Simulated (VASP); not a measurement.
# Zr2Si2C in VASP: notebook

The runs below take Zr2Si2C through single point, with PBE.

Program: VASP 6.6.1. These are calculated values, not measurements. Logs are shortened: lines on timing, memory, paths and dates and some standing lists are left out, and cuts for length are marked.

### Step 1. The cell of the first run

It takes space group P-3m1 (No. 164, trigonal). Conventional cell: a = 3.524 Å, b = 3.524 Å, c = 7.387 Å, α = 90.00°, β = 90.00°, γ = 120.00°. Zr (site symmetry 3m) has 3 C at 2.38 Å and 4 Si at 2.79 to 3.01 Å and 3 Zr at 3.20 Å within 3.3 Å. Si (site symmetry 3m) has 3 Si at 2.32 Å and 4 Zr at 2.79 to 3.01 Å within 3.1 Å. Within 3.1 Å of C (site symmetry -3m) lie 6 Zr at 2.38 Å.

The cell was generated, and may not be a known phase.

### Step 2. Single point, PBE, collinear spin

Input file INCAR:

```
SYSTEM = Zr2Si2C
PREC     = Accurate       ! precision mode
ENCUT    = 520            ! plane-wave cutoff, eV
EDIFF    = 1E-6           ! SCF threshold, eV
ISMEAR   = 0              ! smearing method
SIGMA    = 0.1            ! smearing width, eV
LREAL    = .FALSE.        ! projectors in reciprocal space
LASPH    = .TRUE.         ! aspherical terms in the spheres
NELM     = 150            ! most SCF steps
ALGO     = Fast           ! electronic algorithm
ISIF     = 2              ! what is computed and relaxed
LWAVE    = .FALSE.        ! write WAVECAR
LCHARG   = .TRUE.         ! write CHGCAR
ISPIN    = 2              ! spin polarisation
MAGMOM   = 1 1 0 0 0      ! initial moments
LORBIT   = 11             ! projections on sites
LMAXMIX  = 4              ! l up to which the mixer works
GGA      = PE             ! functional
LELF     = .TRUE.         ! ELF
LVHAR    = .TRUE.       
NBANDS   = 30             ! bands
```

Input file KPOINTS:

```
regular mesh
0
G
  6 6 4
  0 0 0
```

Input file POSCAR:

```
Zr2Si2C
1.0
    3.5235576907      0.0000000000      0.0000000000
   -1.7617788454      3.0514904719      0.0000000000
    0.0000000000      0.0000000000      7.3873737363
Zr Si C
2 2 1
Direct
    0.3333333333      0.6666666667      0.8324081098
    0.6666666667      0.3333333333      0.1675918902
    0.3333333333      0.6666666667      0.4250938002
    0.6666666667      0.3333333333      0.5749061998
    0.0000000000      0.0000000000      0.0000000000
```

Potentials or basis: VASP PAW PBE potentials, release 64 (Zr_sv, Si, C).

Started as:

```bash
$ cat potpaw_PBE.64/Zr_sv/POTCAR potpaw_PBE.64/Si/POTCAR potpaw_PBE.64/C/POTCAR > POTCAR
$ mpirun -np 1 vasp_std > vasp.out
```

OUTCAR:

```text
SYSTEM = Zr2Si2C
   PREC = Accurate
   ENCUT = 520
   EDIFF = 1E-6
   ISMEAR = 0
   LREAL = .FALSE.
   LASPH = .TRUE.
   NELM = 150
   ISIF = 2
   ISPIN = 2
   LORBIT = 11
   GGA = PE

 ion  position               nearest neighbor table
   1  0.333  0.667  0.832-   5 2.38   5 2.38   5 2.38   4 2.79   4 2.79   4 2.79   3 3.01   2 3.20
                             2 3.20   2 3.20
   2  0.667  0.333  0.168-   5 2.38   5 2.38   5 2.38   3 2.79   3 2.79   3 2.79   4 3.01   1 3.20
                             1 3.20   1 3.20
   3  0.333  0.667  0.425-   4 2.32   4 2.32   4 2.32   2 2.79   2 2.79   2 2.79   1 3.01
   4  0.667  0.333  0.575-   3 2.32   3 2.32   3 2.32   1 2.79   1 2.79   1 2.79   2 3.01
   5  0.000  0.000  0.000-   1 2.38   2 2.38   2 2.38   1 2.38   2 2.38   1 2.38

  LATTYP: Found a hexagonal cell.
 ALAT       =     3.5235576907
 C/A-ratio  =     2.0965667047

  Lattice vectors:

 A1 = (   3.5235576907,   0.0000000000,   0.0000000000)
 A2 = (  -1.7617788454,   3.0514904719,   0.0000000000)
 A3 = (   0.0000000000,   0.0000000000,   7.3873737363)

Analysis of symmetry for initial positions (statically):
=====================================================================
 Subroutine PRICEL returns:
 Original cell was already a primitive cell.

 Routine SETGRP: Setting up the symmetry group for a
 hexagonal supercell.

 Subroutine GETGRP returns: Found 12 space group operations
 (whereof 12 operations were pure point group operations)
 out of a pool of 24 trial point group operations.

The static configuration has the point symmetry D_3d.

Analysis of symmetry for dynamics (positions and initial velocities):
=====================================================================
 Subroutine PRICEL returns:
 Original cell was already a primitive cell.

 Routine SETGRP: Setting up the symmetry group for a
 hexagonal supercell.

 Subroutine GETGRP returns: Found 12 space group operations
 (whereof 12 operations were pure point group operations)
 out of a pool of 24 trial point group operations.

The dynamic configuration has the point symmetry D_3d.

Analysis of structural, dynamic, and magnetic symmetry:
=====================================================================
 Subroutine PRICEL returns:
 Original cell was already a primitive cell.

 Routine SETGRP: Setting up the symmetry group for a
 hexagonal supercell.

 Subroutine GETGRP returns: Found 12 space group operations
 (whereof 12 operations were pure point group operations)
 out of a pool of 24 trial point group operations.

The overall configuration has the point symmetry D_3d.

 Subroutine INISYM returns: Found 12 space group operations
 (whereof 12 operations are pure point group operations),
 and found     1 'primitive' translations

----------------------------------------------------------------------------------------

                                     Primitive cell

  volume of cell :      79.4298

  direct lattice vectors                    reciprocal lattice vectors
     3.523557691  0.000000000  0.000000000     0.283804066  0.163854354  0.000000000
    -1.761778845  3.051490472  0.000000000     0.000000000  0.327708708  0.000000000
     0.000000000  0.000000000  7.387373736     0.000000000  0.000000000  0.135366104

  length of vectors
     3.523557691  3.523557691  7.387373736     0.327708708  0.327708708  0.135366104

  position of ions in fractional coordinates (direct lattice)
     0.333333333  0.666666667  0.832408110
     0.666666667  0.333333333  0.167591890
     0.333333333  0.666666667  0.425093800
     0.666666667  0.333333333  0.574906200
     0.000000000  0.000000000  0.000000000

  ion indices of the primitive-cell ions
   primitive index   ion index
                 1           1
                 2           2
                 3           3
                 4           4
                 5           5

----------------------------------------------------------------------------------------

 KPOINTS: regular mesh

Automatic generation of k-mesh.
 Grid dimensions read from file:
 generate k-points for:    6    6    4

 Generating k-lattice:
[... 23 lines left out ...]
  0.166667  0.166667  0.000000      6.000000
  0.333333  0.166667  0.000000     12.000000
[... 16 lines left out ...]
  0.333333  0.166667  0.500000     12.000000
  0.333333  0.333333  0.500000      2.000000
   k-points           NKPTS =     24   k-points in BZ     NKDIM =     24   number of bands    NBANDS=     30
   number of dos      NEDOS =    301   number of ions     NIONS =      5
   total plane-waves  NPLWV =  43904
   dimension x,y,z NGX =    28 NGY =   28 NGZ =   56
   dimension x,y,z NGXF=    56 NGYF=   56 NGZF=  112
   ions per type =               2   2   1
   NGX,Y,Z   is equivalent  to a cutoff of  13.21, 13.21, 12.60 a.u.
   NGXF,Y,Z  is equivalent  to a cutoff of  26.42, 26.42, 25.20 a.u.
 SYSTEM =  Zr2Si2C
   PREC   = accura    normal or accurate (medium, high low for compatibility)
   ISTART =      0    job   : 0-new  1-cont  2-samecut
   ICHARG =      2    charge: 1-file 2-atom 10-const
   ISPIN  =      2    spin polarized calculation?
   LNONCOLLINEAR =      F non collinear calculations
   LSORBIT =      F    spin-orbit coupling
   LASPH  =      T    aspherical Exc in radial PAW
   ENCUT  =  520.0 eV  38.22 Ry    6.18 a.u.   6.55  6.55 13.74*2*pi/ulx,y,z
   NELM   =    150;   NELMIN=  2; NELMDL= -5     # of ELM steps
   EDIFF  = 0.1E-05   stopping-criterion for ELM
   LREAL  =      F    real-space projection
   EDIFFG = 0.1E-04   stopping-criterion for IOM
   NSW    =      0    number of steps for IOM
   IBRION =     -1    ionic relax: 0-MD 1-quasi-New 2-CG
   NFREE  =      0    steps in history (QN), initial steepest desc. (CG)
   ISIF   =      2    stress and relaxation
   ISYM   =      2    0-nonsym 1-usesym 2-fastsym
   POTIM  = 0.5000    time-step for ionic-motion
   TEBEG  =    0.0;   TEEND  =   0.0 temperature during run
   PSTRESS=    0.0 pullay stress
   NELECT =      36.0000    total number of electrons
   NUPDOWN=      -1.0000    fix difference up-down
   EMIN   =  10.00;   EMAX   =-10.00  energy-range for DOS
   EFERMI =   0.00;   METHOD = LEGACY
   ISMEAR =     0;   SIGMA  =   0.10  broadening in eV -4-tet -1-fermi 0-gaus
   EFERMI_NEDOS =   21; number of points for ismear=-14 and -15
   IALGO  =     68    algorithm
   IMIX   =      4    mixing-type and parameters
     AMIX     =   0.40;   BMIX     =  1.00
     AMIX_MAG =   1.60;   BMIX_MAG =  1.00
  volume/ion in A,a.u.               =      15.89       107.20
  Fermi-wavevector in a.u.,A,eV,Ry     =   1.257519  2.376366 21.515623  1.581354
  Thomas-Fermi vector in A             =   2.391174
   LORBIT       =     11    0 simple, 1 ext, 2 COOP (PROOUT), +10 PAW based schemes
   GGA     = PE    functional components
   LHFCALC =     F    Hartree Fock is set to
   AEXX    =    0.0000 exact exchange contribution
   IVDW    =     0    specifies the selected vdW correction
   LEPSILON=     F    determine dielectric tensor
   LRPA    =     F    only Hartree local field effects (RPA)
 spin polarized calculation
 RMM-DIIS sequential band-by-band and
 Gauss-broadening in eV      SIGMA  =   0.10
  energy-cutoff  :      520.00
  volume of cell :       79.43
 maximum number of plane-waves:      2200
 NGX is ok and might be reduce to    28

 number of electron      35.9999999 magnetization       0.0000356

 number of electron      35.9999999 magnetization      -0.0000028

 Free energy of the ion-electron system (eV)
  ---------------------------------------------------
  ext. energy  EPLUGINS =         0.00000000
  ---------------------------------------------------
  free energy    TOTEN  =       -40.49188144 eV

  energy without entropy =      -40.48580940  energy(sigma->0) =      -40.48884542

 E-fermi :   9.6237     XC(G=0): -11.3181

 val. band max:        9.4495492676   @ k =   0.0000   0.0000   0.5000
 cond. band min:       9.6754128029   @ k =   0.3333   0.1667   0.0000
 fundamental gap:      0.2258635352
 Fermi energy:         9.6237337437

 spin component 1

 k-point     1 :       0.0000    0.0000    0.0000
  band No.  band energies     occupation
      1     -39.3449      1.00000
      2     -39.2715      1.00000
      3     -17.7229      1.00000
      4     -17.2441      1.00000
      5     -17.2411      1.00000
      6     -17.2411      1.00000
[... 781 lines left out ...]
     29      16.5024      0.00000
     30      16.7882      0.00000
 Fermi energy:         9.6237337437

 spin component 2

 k-point     1 :       0.0000    0.0000    0.0000
  band No.  band energies     occupation
      1     -39.3449      1.00000
      2     -39.2715      1.00000
      3     -17.7229      1.00000
      4     -17.2441      1.00000
      5     -17.2411      1.00000
      6     -17.2411      1.00000
[... 781 lines left out ...]
     29      16.5024      0.00000
     30      16.5417      0.00000

------------------------ aborting loop because EDIFF is reached ----------------------------------------

  FORCE on cell =-STRESS in cart. coord.  units (eV):
  Direction    XX          YY          ZZ          XY          YZ          ZX
  --------------------------------------------------------------------------------------
  -------------------------------------------------------------------------------------
  Total       -0.0000766     -0.0000766      0.2227333      0.0000000      0.0000000      0.0000000
  in kB       -0.0015444     -0.0015444      4.4927492      0.0000000      0.0000000      0.0000000
  external PRESSURE =       1.4965535 kB  Pullay stress =       0.0000000 kB

 VOLUME and BASIS-vectors are now :
 -----------------------------------------------------------------------------
  energy-cutoff  :      520.00
  volume of cell :       79.43
      direct lattice vectors                 reciprocal lattice vectors
     3.523557691  0.000000000  0.000000000     0.283804066  0.163854354  0.000000000
    -1.761778845  3.051490472  0.000000000     0.000000000  0.327708708  0.000000000
     0.000000000  0.000000000  7.387373736     0.000000000  0.000000000  0.135366104

 POSITION                                       TOTAL-FORCE (eV/Angst)
 -----------------------------------------------------------------------------------
     -0.00000      2.03433      6.14931        -0.000000     -0.000000      0.010306
      1.76178      1.01716      1.23806         0.000000      0.000000     -0.010306
     -0.00000      2.03433      3.14033         0.000000      0.000000     -0.012103
      1.76178      1.01716      4.24705         0.000000     -0.000000      0.012103
      0.00000      0.00000      0.00000         0.000000      0.000000      0.000000
 -----------------------------------------------------------------------------------
    total drift:                                0.000000     -0.000000      0.000000

  FREE ENERGIE OF THE ION-ELECTRON SYSTEM (eV)
  ---------------------------------------------------
  free  energy   TOTEN  =       -40.4918814425 eV

  energy  without entropy=      -40.4858094015  energy(sigma->0) =      -40.48884542

 total charge

# of ion       s       p       d       tot
------------------------------------------
    1        2.159   6.002   1.649   9.811
    2        2.159   6.002   1.649   9.811
    3        0.761   0.979   0.000   1.740
    4        0.761   0.979   0.000   1.740
    5        0.875   1.436   0.000   2.310
--------------------------------------------------
tot          6.716  15.397   3.298  25.411

 magnetization (x)

# of ion       s       p       d       tot
------------------------------------------
    1        0.000   0.000   0.000   0.000
    2        0.000   0.000   0.000   0.000
    3       -0.000  -0.000   0.000  -0.000
    4       -0.000  -0.000   0.000  -0.000
    5        0.000   0.000   0.000   0.000
--------------------------------------------------
tot          0.000   0.000   0.000   0.000
```

Wall time 5.4 min (1 thread of Oxide Virtual Turin-like, shared host); peak memory 0.25 GiB.

Results:

* Free energy: -40.4919 eV
* Pressure: 0.1 GPa
* Largest force: 0.012 eV/Å
* Band gap on the k mesh: zero (filled and empty bands overlap)
* Net moment: 0.00 μB per cell
* Valence electrons inside the program's atomic spheres: Zr 9.81; Si 1.74; C 2.31

Forces in eV/Å, atoms in the order of the input:
```
Zr   0.000  0.000  0.010
Zr   0.000  0.000 -0.010
Si   0.000  0.000 -0.012
Si   0.000  0.000  0.012
C    0.000  0.000  0.000
```

### Step 3. Single point, PBE

This run uses another cell than the first one: it holds 10 atoms, not 5.

Input file INCAR:

```
SYSTEM = Zr2Si2C
ALGO = Fast
EDIFF = 1E-6
ENCUT = 520
GGA = PE
ISIF = 2
ISMEAR = 0
LASPH = .True.
LCHARG = .False.
LREAL = .False.
LWAVE = .False.
NBANDS = 47
NELM = 60
PREC = Accurate
SIGMA = 0.2
```

Input file KPOINTS:

```
k-points
0
Gamma
  6 6 2
  0 0 0
```

Input file POSCAR:

```
Zr2Si2C
1.0
    3.5214821275     -0.0003116259      0.0003804446
   -1.7610117369      3.0498809984     -0.0002371379
    0.0016529206     -0.0004198635     14.8009695846
Zr Si C
4 4 2
Direct
    0.3334164629      0.6666504925      0.4163323126
    0.3334249190      0.6666621749      0.9163245359
    0.6665835158      0.3333434495      0.0836742086
    0.6665762838      0.3333347240      0.5836677657
    0.3333169279      0.6666709435      0.2124473223
    0.3333265464      0.6666736437      0.7124395696
    0.6666802773      0.3333305693      0.2875620399
    0.6666858392      0.3333365661      0.7875521141
   -0.0000082909      1.0000002864      0.5000006314
   -0.0000024815      0.9999971501      0.9999994999
```

Potentials or basis: VASP PAW PBE potentials, release 64 (Zr_sv, Si, C).

Started as:

```bash
$ cat potpaw_PBE.64/Zr_sv/POTCAR potpaw_PBE.64/Si/POTCAR potpaw_PBE.64/C/POTCAR > POTCAR
$ mpirun -np 1 vasp_std > vasp.out
```

Wall time 16 min (1 thread of Oxide Virtual Turin-like, shared host); peak memory 0.4 GiB.

It converged, with:

```
Free energy            : -80.9990 eV
Pressure               : 0.1 GPa
Largest force          : 0.012 eV/Å
Band gap on the k mesh : zero (bands 36 and 37 overlap by 0.16 eV)
```

Forces on the atoms (eV/Å):
```
Zr  -0.002  0.000 -0.003
Zr  -0.002  0.000 -0.002
Zr   0.002  0.000  0.002
Zr   0.002  0.000  0.003
Si   0.004  0.000  0.011
Si   0.004  0.000  0.011
Si  -0.004  0.000 -0.012
Si  -0.004  0.000 -0.011
C    0.000  0.000  0.000
C    0.000  0.000  0.000
```

Levels at points of the mesh, in eV from the Fermi level:
```csv
k point,band 34,band 35,band 36,band 37,band 38,band 39
"(0.00, 0.00, 0.00)",-0.10,0.17,0.17,0.39,0.39,0.84
"(0.50, 0.00, 0.00)",-1.94,-1.92,-1.81,0.65,1.18,1.59
"(0.00, 0.50, 0.00)",-1.94,-1.92,-1.81,0.65,1.18,1.59
"(0.50, 0.50, 0.00)",-1.94,-1.92,-1.81,0.65,1.18,1.59
"(0.00, 0.00, 0.50)",-0.67,0.28,0.28,0.28,0.28,1.26
"(0.50, 0.00, 0.50)",-2.13,-1.89,-1.89,1.05,1.05,1.61
"(0.00, 0.50, 0.50)",-2.13,-1.89,-1.89,1.05,1.05,1.61
"(0.50, 0.50, 0.50)",-2.13,-1.89,-1.89,1.05,1.05,1.61
```

The gap in the log of VASP goes by the Fermi energy; the results here count the filled bands.